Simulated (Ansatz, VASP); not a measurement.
**One calculation of CuO, two programs**

File POSCAR:

```
CuO
1.0
    3.4220509700      0.0000000000      0.0000000000
    0.0000000000      3.4220509700      0.0000000000
    0.0000000000      0.0000000000      4.2604614800
Cu O
2 2
Direct
    0.0000000000      0.5000000000      0.0000000000
    0.5000000000      0.0000000000      0.5000000000
    0.0000000000      0.0000000000      0.2500000000
    0.0000000000      0.0000000000      0.7500000000
```

INCAR.step1

```
SYSTEM = CuO
PREC = Accurate
ENCUT = 520
ISMEAR = 0
SIGMA = 0.05
LREAL = .FALSE.
LASPH = .TRUE.
NELM = 150
ISPIN = 2
MAGMOM = 1 -1 0 0
LMAXMIX = 4
LDAU = .TRUE.
LDAUTYPE = 2
LDAUL = 2 -1
LDAUU = 4 0
LDAUJ = 0 0
NBANDS = 29
GGA = PE
ALGO = Normal
EDIFF = 1E-4
LWAVE = .TRUE.
LCHARG = .FALSE.
```

Contents of INCAR.step2:

```
SYSTEM = CuO
PREC = Accurate
ENCUT = 520
EDIFF = 1E-7
ISMEAR = 0
SIGMA = 0.05
LREAL = .FALSE.
LASPH = .TRUE.
NELM = 150
ALGO = Normal
ISIF = 2
LWAVE = .FALSE.
LCHARG = .FALSE.
ISPIN = 2
MAGMOM = 1 -1 0 0
LORBIT = 11
LMAXMIX = 4
LDAU = .TRUE.
LDAUTYPE = 2
LDAUL = 2 -1
LDAUU = 4 0
LDAUJ = 0 0
LDAUPRINT = 1
METAGGA = R2SCAN
LMIXTAU = .TRUE.
NBANDS = 29
ISTART = 1
```

File KPOINTS:

```
regular mesh
0
G
  6 6 5
  0 0 0
```

Input for Ansatz:

```yaml
crystal:
  lattice:
    - [3.42205097, 0.0, 0.0]
    - [0.0, 3.42205097, 0.0]
    - [0.0, 0.0, 4.26046148]
  atoms:
    - { symbol: Cu, position: [0.0, 0.5, 0.0], spin: 1.0 }
    - { symbol: Cu, position: [0.5, 0.0, 0.5], spin: -1.0 }
    - { symbol: O, position: [0.0, 0.0, 0.25] }
    - { symbol: O, position: [0.0, 0.0, 0.75] }
basis:
  ecutwfc: 500
  ecutrho_ratio: 4
kpoints:
  mp_grid: { grid: [6, 6, 5] }
hamiltonian:
  xc: r2scan
  hubbard:
    sites: [{ site: 0, l: d, u_eff: 4.0 }, { site: 1, l: d, u_eff: 4.0 }]
scf:
  occupations: { method: gaussian, width: 0.05 }
  lower_state_search: "off"
  max_iter: 150
output:
  forces: true
  stress: true
  eigenvalues: true
  populations: true
  hubbard: { sites: [{ site: 0, l: d }, { site: 1, l: d }] }
magnetization:
  spin_polarized: true
```

Alike in both runs: task single point; functional r2SCAN; k mesh 6 × 6 × 5; occupations gaussian, width 0.05 eV; collinear spin; Hubbard terms Cu d U = 4.0 eV.

|  | VASP | Ansatz |
| --- | --- | --- |
| version | VASP 6.6.1 | Ansatz 0.2.0 |
| potentials or method | VASP PAW PBE potentials, release 64 (Cu, O), cutoff 520 eV | scalar-relativistic, plane waves, PAW |
| valence electrons in the cell | 34 | 50 |

Ansatz gave:

- gap on the k mesh at the Fermi level (eV): none
- pressure (GPa): -4.6
- traceless stress, the component that is largest in VASP (GPa): 22.41
- net moment per atom (μB): 0.00
- size of the moment on the site where the two differ most (μB): 0.35

Question: What did VASP give for the same quantities?

Answer: gap on the k mesh at the Fermi level (eV): none; pressure (GPa): -6.3; traceless stress, the component that is largest in VASP (GPa): 26.47; net moment per atom (μB): 0.00; size of the moment on the site where the two differ most (μB): 0.40.

VASP's potentials were made for PBE, not for r2SCAN. Site moments also hang on the region over which each program counts them. The programs project onto different local orbitals, so the same U acts differently, and such runs can settle in different states. A gap of «none» marks a metal or a gap that the smearing closes. VASP's potentials hold 34 valence electrons a cell and Ansatz's 50, so a difference there can come from the potentials and not from the codes. Ansatz's warnings: filled band counts differ across k points, stability check not made.
